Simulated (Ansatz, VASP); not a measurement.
## CaO: VASP beside Ansatz

```
CELL_PARAMETERS angstrom
0.00000 2.44900 2.54696
2.44900 0.00000 2.54696
2.44900 2.44900 0.00000
ATOMIC_POSITIONS crystal
Ca 0.00000 0.00000 0.00000
O 0.50000 0.50000 0.50000
```

Change from the starting cell: strain +0.000 along x and y, +0.040 along z, atoms carried along.

Alike in both runs: task single point; functional PBE; k mesh 8 × 8 × 8; occupations gaussian, width 0.05 eV; no spin polarisation.

|  | VASP | Ansatz |
| --- | --- | --- |
| version | VASP 6.6.1 | Ansatz 0.2.0 |
| potentials or method | VASP PAW PBE potentials, release 64 (Ca_sv, O), cutoff 600 eV | scalar-relativistic, plane waves, PAW |
| valence electrons in the cell | 16 | 16 |

```csv
,VASP,Ansatz,Ansatz less VASP
gap on the k mesh at the Fermi level (eV),3.59,3.61,+0.015
least direct gap on the mesh (eV),3.92,3.94,+0.013
pressure (GPa),-6.6,-6.9,-0.31
"traceless stress, the component that is largest in VASP (GPa)",-2.15,-2.04,+0.109
```

With one functional, cell and mesh, what is left measures potentials, basis and numerics.
